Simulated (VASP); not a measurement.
Set up this calculation in VASP 6.6.1, as the native input.

- Task: single point
- Functional: r2SCAN
- Potentials or basis: VASP PAW PBE potentials, release 64 (Ti_sv, C)
- Cutoff: 520 eV
- k mesh: 11 × 11 × 11
- Occupations: fermi-dirac, width 0.05 eV
- Spin: no spin polarisation
- Dipole correction: no
- Further INCAR settings: ALGO = Normal; EDIFF = 1e-07; NBANDS = 15

Crystal: TiC.

```
CELL_PARAMETERS angstrom
0.00000 2.15118 2.15118
2.15118 0.00000 2.15118
2.15118 2.15118 0.00000
ATOMIC_POSITIONS crystal
Ti 0.00000 0.00000 0.00000
C 0.50000 0.50000 0.50000
```

The input as run:

POSCAR

```
TiC
1.0
    0.0000000000      2.1511833799      2.1511833799
    2.1511833799      0.0000000000      2.1511833799
    2.1511833799      2.1511833799      0.0000000000
Ti C
1 1
Direct
    0.0000000000      0.0000000000      0.0000000000
    0.5000000000      0.5000000000      0.5000000000
```

INCAR.step1

```
SYSTEM = TiC
ALGO = Normal
EDIFF = 1E-4
ENCUT = 520
GGA = PE
ISMEAR = -1
LASPH = .True.
LCHARG = .False.
LREAL = .False.
LWAVE = .True.
NBANDS = 15
NELM = 60
PREC = Accurate
SIGMA = 0.05
```

INCAR.step2

```
SYSTEM = TiC
ALGO = Normal
EDIFF = 1E-7
ENCUT = 520
ISIF = 2
ISMEAR = -1
ISTART = 1
LASPH = .True.
LCHARG = .True.
LELF = .True.
LMIXTAU = .True.
LREAL = .False.
LVHAR = .True.
LWAVE = .False.
METAGGA = R2SCAN
NBANDS = 15
NELM = 60
PREC = Accurate
SIGMA = 0.05
```

KPOINTS

```
k-points
0
Gamma
  11 11 11
  0 0 0
```

Potentials or basis: VASP PAW PBE potentials, release 64 (Ti_sv, C).

Command:

```sh
$ cat potpaw_PBE.64/Ti_sv/POTCAR potpaw_PBE.64/C/POTCAR > POTCAR
$ cp INCAR.step1 INCAR
$ mpirun -np 1 vasp_std > vasp.out
$ cp INCAR.step2 INCAR
$ mpirun -np 1 vasp_std > vasp.out
```

It gave:

```yaml
Pressure: 5.8 GPa
Band_gap_on_the_k_mesh: zero (band 8 reaches 10.60 eV, above the bottom of band 9 at 9.26 eV)
```

Caveat: the PAW data sets were made with another functional, which shifts forces and pressure a little.

Run time: 40 s on 1 thread of AMD EPYC 7R13, on a shared host, peak memory 0.16 GiB.
